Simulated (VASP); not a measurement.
A run of VASP 6.6.1 is set up as follows.

The input POSCAR:

```
CaTl2IrF6
1.0
    0.0000000000      4.2566670000      4.2566670000
    4.2566670000      0.0000000000      4.2566670000
    4.2566670000      4.2566670000      0.0000000000
Ir F Tl Ca
1 6 2 1
Direct
    0.5000000000      0.5000000000      0.5000000000
    0.7326000000      0.2674000000      0.2674000000
    0.2674000000      0.7326000000      0.2674000000
    0.2674000000      0.7326000000      0.7326000000
    0.7326000000      0.2674000000      0.7326000000
    0.2674000000      0.2674000000      0.7326000000
    0.7326000000      0.7326000000      0.2674000000
    0.2500000000      0.2500000000      0.2500000000
    0.7500000000      0.7500000000      0.7500000000
    0.0000000000      0.0000000000      0.0000000000
```

Contents of INCAR.step1:

```
  ALGO = Normal
  EDIFF = 1E-4
  ENCUT = 520
  GGA = PE
  ISMEAR = -1
  LASPH = T
  LCHARG = F
  LREAL = F
  LWAVE = T
  NBANDS = 54
  NELM = 100
  PREC = Accurate
  SIGMA = 0.1
```

File INCAR.step2:

```
  ALGO = Normal
  EDIFF = 1E-6
  ENCUT = 520
  ISIF = 2
  ISMEAR = -1
  ISTART = 1
  LASPH = T
  LCHARG = T
  LELF = T
  LMIXTAU = T
  LREAL = F
  LVHAR = T
  LWAVE = F
  METAGGA = R2SCAN
  NBANDS = 54
  NELM = 100
  PREC = Accurate
  SIGMA = 0.1
```

KPOINTS

```
k-points
0
Gamma
  4 4 4
```

Potentials or basis: VASP PAW PBE potentials, release 64 (Ir, F, Tl_d, Ca_sv).

Run with:

```sh
$ cat potpaw_PBE.64/Ir/POTCAR potpaw_PBE.64/F/POTCAR potpaw_PBE.64/Tl_d/POTCAR potpaw_PBE.64/Ca_sv/POTCAR > POTCAR
$ cp INCAR.step1 INCAR
$ mpirun -np 1 vasp_std > vasp.out
$ cp INCAR.step2 INCAR
$ mpirun -np 1 vasp_std > vasp.out
```

(1) Estimate the largest force.

(2) What does it give for the pressure?

Answers

(1) 1.646 eV/Å.

(2) 8.9 GPa.

Caveat: the PAW data sets were made with another functional, which shifts forces and pressure a little; an odd number of electrons without spin polarisation forces a metal; a magnetic or distorted state may lie lower.
